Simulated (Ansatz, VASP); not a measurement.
# HfBe2Si2 in VASP and in Ansatz

INCAR

```
SYSTEM = HfBe2Si2
  PREC = Accurate
  ENCUT = 600
  EDIFF = 1E-6
  ISMEAR = 0
  SIGMA = 0.1
  LREAL = .False.
  LASPH = .True.
  NELM = 80
  ALGO = Fast
  ISIF = 3
  LWAVE = .False.
  LCHARG = .False.
  GGA = PE
  IBRION = 2
  NSW = 90
  EDIFFG = -0.04
```

File KPOINTS:

```
regular mesh
0
Gamma
  6 6 6
  0 0 0
```

File POSCAR:

```
HfBe2Si2
1.0
    0.0000000000      2.3211008400      5.5731744300
    2.3096626800      0.0000000000      5.5731744300
    2.3096626800      2.3211008400      0.0000000000
Hf Be Si
1 2 2
Direct
    0.5000000000      0.5000000000      0.5000000000
    0.2500000000      0.2500000000      0.2500000000
    0.7500000000      0.7500000000      0.7500000000
    0.1428000000      0.1428000000      0.8572000000
    0.8572000000      0.8572000000      0.1428000000
```

Input for Ansatz:

```yaml
crystal:
  lattice:
    - [0.0, 2.32110084, 5.57317443]
    - [2.30966268, 0.0, 5.57317443]
    - [2.30966268, 2.32110084, 0.0]
  atoms:
    - { symbol: Hf, position: [0.5, 0.5, 0.5] }
    - { symbol: Be, position: [0.25, 0.25, 0.25] }
    - { symbol: Be, position: [0.75, 0.75, 0.75] }
    - { symbol: Si, position: [0.1428, 0.1428, 0.8572] }
    - { symbol: Si, position: [0.8572, 0.8572, 0.1428] }
basis:
  ecutwfc: 420
kpoints:
  mp_grid: { grid: [6, 6, 6] }
hamiltonian:
  xc: pbe
scf:
  occupations: { method: gaussian, width: 0.1 }
  lower_state_search: "off"
output:
  forces: true
  stress: true
  eigenvalues: true
relax:
  adjacent_minimum: "off"
  f_tol: 0.04
  max_steps: 70
  cell: { stress_tol: 0.4 }
```

Change from the starting cell: species swapped into the KCu2Se2 type (Fmmm, No. 69).

Alike in both runs: task relaxation of cell and atoms; functional PBE; k mesh 6 × 6 × 6; occupations gaussian, width 0.1 eV; no spin polarisation.

```csv
,VASP,Ansatz
version,VASP 6.6.1,Ansatz 0.2.0
potentials or method,"VASP PAW PBE potentials, release 64 (Hf_pv, Be, Si), cutoff 600 eV","scalar-relativistic, plane waves, PAW"
valence electrons in the cell,22,38
```

VASP gave:

* gap on the k mesh at the Fermi level, each at its own relaxed structure (eV): none
* relaxed volume (Å³/atom): 13.43
* relaxed length of the cell vector where the two differ most in proportion (Å): 3.642

Q: Which values does Ansatz return?

A: gap on the k mesh at the Fermi level, each at its own relaxed structure (eV): none; relaxed volume (Å³/atom): 13.42; relaxed length of the cell vector where the two differ most in proportion (Å): 3.640.

A gap of «none» marks a metal or a gap that the smearing closes. VASP's potentials hold 22 valence electrons a cell and Ansatz's 38, so a difference there can come from the potentials and not from the codes.

Spin-orbit coupling is off throughout.
